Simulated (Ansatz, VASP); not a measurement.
ZrZn in VASP and in Ansatz

```
Zr Zn
1.0
     3.31361    0.00000    0.00000
     0.00000    3.31361    0.00000
     0.00000    0.00000    3.31361
Zr Zn
1 1
Direct
  0.50000 0.50000 0.50000
  0.00000 0.00000 0.00000
```

Change from the starting cell: volume scaled by 0.98.

Alike in both runs: task single point; functional PBEsol; k mesh 10 × 10 × 10; occupations fermi-dirac, width 0.08 eV; no spin polarisation.

```csv
,VASP,Ansatz
version,VASP 6.6.1,Ansatz 0.2.0
potentials or method,"VASP PAW PBE potentials, release 64 (Zr_sv, Zn), cutoff 520 eV","all-electron LAPW, scalar-relativistic"
```

VASP gave:

| Quantity | Value |
| --- | --- |
| pressure (GPa) | -1.9 |

Which values does Ansatz return?

Pressure (GPa): -2.1.

VASP's potentials were made for PBE, not for PBEsol. Ansatz ran all-electron here, and VASP with PAW potentials.
